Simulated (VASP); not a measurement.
Input of a VASP 6.6.1 run:

Contents of INCAR:

```
  PREC = Accurate
  ENCUT = 520
  EDIFF = 1E-7
  ISMEAR = -1
  SIGMA = 0.05
  LREAL = False
  LASPH = True
  NELM = 60
  ALGO = Normal
  ISIF = 2
  LWAVE = False
  LCHARG = False
  GGA = PE
  NBANDS = 16
```

The input KPOINTS:

```
Automatic mesh
0
Gamma
  7 7 7
```

Contents of POSCAR:

```
HgTe
1.0
    0.0000000000      3.2063757328      3.2063757328
    3.2063757328      0.0000000000      3.2063757328
    3.2063757328      3.2063757328      0.0000000000
Hg Te
1 1
Direct
    0.0000000000      0.0000000000      0.0000000000
    0.7500000000      0.7500000000      0.7500000000
```

Potentials or basis: VASP PAW PBE potentials, release 64 (Hg, Te).

The run is started by

```bash
$ cat potpaw_PBE.64/Hg/POTCAR potpaw_PBE.64/Te/POTCAR > POTCAR
$ mpirun -np 1 vasp_std > vasp.out
```

(1) Predict the pressure.

(2) Predict the band gap on the k mesh.

## Answers

(1) 5.1 GPa.

(2) zero (filled and empty bands touch).

Caveat: spin-orbit coupling is left out, which moves the levels of the heavy elements.
